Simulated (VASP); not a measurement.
## Te2Mo: single point with PBE

The system is Te2Mo.

```
Te Mo
1.0
     6.33000    0.00000    0.00000
     0.00000    3.46900    0.00000
    -0.94679    0.00000   13.82762
Te Mo
8 4
Direct
  0.94370 0.75000 0.60450
  0.05630 0.25000 0.39550
  0.90300 0.25000 0.85140
  0.09700 0.75000 0.14860
  0.41120 0.75000 0.89550
  0.58880 0.25000 0.10450
  0.44320 0.25000 0.64840
  0.55680 0.75000 0.35160
  0.81670 0.75000 0.99260
  0.18330 0.25000 0.00740
  0.68190 0.25000 0.49340
  0.31810 0.75000 0.50660
```

* Program: VASP 6.6.1
* Task: single point
* Functional: PBE
* Potentials or basis: VASP PAW PBE potentials, release 64 (Te, Mo_sv)
* Cutoff: 520 eV
* k mesh: 3 × 6 × 2
* Occupations: fermi-dirac, width 0.05 eV
* Spin: no spin polarisation

```
Pressure               : 2.6 GPa
Largest force          : 0.200 eV/Å
Band gap on the k mesh : zero (bands 52 and 53 overlap by 0.16 eV)
```

Forces on the atoms (eV/Å):
```
Te   0.072  0.000  0.092
Te  -0.072  0.000 -0.092
Te  -0.034  0.000 -0.171
Te   0.034  0.000  0.171
Te   0.041  0.000 -0.053
Te  -0.041  0.000  0.053
Te  -0.023  0.000  0.128
Te   0.023  0.000 -0.128
Mo   0.126  0.000  0.043
Mo  -0.126  0.000 -0.043
Mo  -0.198  0.000  0.030
Mo   0.198  0.000 -0.030
```

Stress tensor (GPa, compression positive):
```
2.69 0.00 0.08
0.00 2.40 0.00
0.08 0.00 2.58
```

Levels at points of the mesh, in eV from the Fermi level:
```tsv
k point	band 48	band 49	band 50	band 51	band 52	band 53	band 54	band 55	band 56	band 57
(0.00, 0.00, 0.00)	-0.49	-0.42	-0.11	0.10	0.12	0.44	0.68	0.91	1.00	1.12
(0.00, 0.50, 0.00)	-1.72	-1.51	-1.51	-1.45	-1.45	1.03	1.03	1.16	1.16	1.24
(0.00, 0.00, 0.50)	-0.64	-0.06	-0.02	-0.01	-0.01	0.45	0.56	0.93	0.98	1.50
(0.00, 0.50, 0.50)	-1.74	-1.55	-1.55	-1.47	-1.47	1.01	1.01	1.16	1.16	1.27
```

It took 4.7 min on 1 thread of Intel(R) Xeon(R) 6975P-C (Granite Rapids), with other jobs on the host, peak memory 0.51 GiB.

Caveat: spin-orbit coupling is left out, which moves the levels of the heavy elements.
